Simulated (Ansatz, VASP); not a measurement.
Y in VASP and in Ansatz

File INCAR:

```
ALGO = Normal
EDIFF = 1E-8
ENCUT = 520
GGA = PE
ISIF = 2
ISMEAR = -1
LASPH = T
LCHARG = F
LEFG = T
LREAL = F
LWAVE = F
NBANDS = 12
NELM = 80
PREC = Accurate
SIGMA = 0.05
```

File KPOINTS:

```
k-points
0
Gamma
  13 13 13
```

POSCAR

```
Y
1.0
    0.0000000000      2.5337378637      2.5337378637
    2.5337378637      0.0000000000      2.5337378637
    2.5337378637      2.5337378637      0.0000000000
Y
1
Direct
    0.0000000000      0.0000000000      0.0000000000
```

Input for Ansatz:

```yaml
crystal:
  lattice:
    - [0.0, 2.5337378637, 2.5337378637]
    - [2.5337378637, 0.0, 2.5337378637]
    - [2.5337378637, 2.5337378637, 0.0]
  atoms:
    - { symbol: "Y", position: [0.0, 0.0, 0.0] }
kpoints:
  mp_grid: { grid: [13, 13, 13] }
scf:
  occupations: { method: fermi_dirac, width: 0.05 }
hamiltonian:
  xc: pbe
  pseudopotentials: { kind: all_electron, datasets: crystal }
output:
  forces: true
  stress: true
  eigenvalues: true
  efg: { contact_densities: true }
```

Change from the starting cell: volume scaled by 1.06, crystal datasets.

Alike in both runs: task electric field gradients; functional PBE; k mesh 13 × 13 × 13; occupations fermi-dirac, width 0.05 eV; no spin polarisation.

|  | VASP | Ansatz |
| --- | --- | --- |
| version | VASP 6.6.1 | Ansatz 0.2.0 |
| potentials or method | VASP PAW PBE potentials, release 64 (Y_sv), cutoff 520 eV | all-electron PAW with datasets made for the crystal, scalar-relativistic |

Ansatz gave:

* pressure (GPa): -0.1

Q: Which values does VASP return?

A: Pressure (GPa): -0.2.

Ansatz ran all-electron here, and VASP with PAW potentials.
